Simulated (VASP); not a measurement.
GaSi: single point with PBE

The system is GaSi.

```
CELL_PARAMETERS angstrom
2.98316 0.00000 0.00000
0.00000 2.98316 0.00000
0.00000 0.00000 4.21882
ATOMIC_POSITIONS crystal
Ga 0.00000 0.00000 0.00000
Si 0.50000 0.50000 0.50000
```

```
Program             : VASP 6.6.1
Task                : single point
Functional          : PBE
Potentials or basis : VASP PAW PBE potentials, release 64 (Ga_d, Si)
Cutoff              : 520 eV
k mesh              : 6 × 6 × 4
Occupations         : gaussian, width 0.1 eV
Spin                : no spin polarisation
```

* Pressure: -5.3 GPa

Stress tensor (GPa, compression positive):
```
-4.21  0.00  0.00
 0.00 -4.21  0.00
 0.00  0.00 -7.44
```

Levels at points of the mesh, in eV from the Fermi level:
| k point | band 6 | band 7 | band 8 | band 9 | band 10 | band 11 | band 12 | band 13 |
| --- | --- | --- | --- | --- | --- | --- | --- | --- |
| (0.00, 0.00, 0.00) | -11.90 | -3.63 | -3.61 | 3.25 | 3.25 | 5.85 | 6.69 | 10.12 |
| (0.50, 0.00, 0.00) | -8.18 | -7.33 | 0.15 | 0.62 | 0.66 | 0.99 | 5.99 | 8.14 |
| (0.50, 0.50, 0.00) | -4.49 | -3.67 | -3.67 | -2.91 | 2.31 | 3.68 | 3.68 | 4.81 |
| (0.00, 0.00, 0.50) | -10.24 | -9.32 | 4.47 | 4.47 | 4.79 | 5.95 | 6.44 | 6.44 |
| (0.50, 0.00, 0.50) | -6.90 | -5.45 | -5.15 | -4.71 | 6.27 | 7.40 | 8.56 | 9.73 |
| (0.50, 0.50, 0.50) | -3.93 | -2.04 | -2.04 | -1.64 | -0.87 | -0.87 | -0.09 | 0.21 |

Run time: 6.4 s on 1 thread of Intel(R) Xeon(R) 6975P-C (Granite Rapids) (shared host), peak memory 0.15 GiB.

Caveat: the k points lie up to 0.37 Å⁻¹ apart.
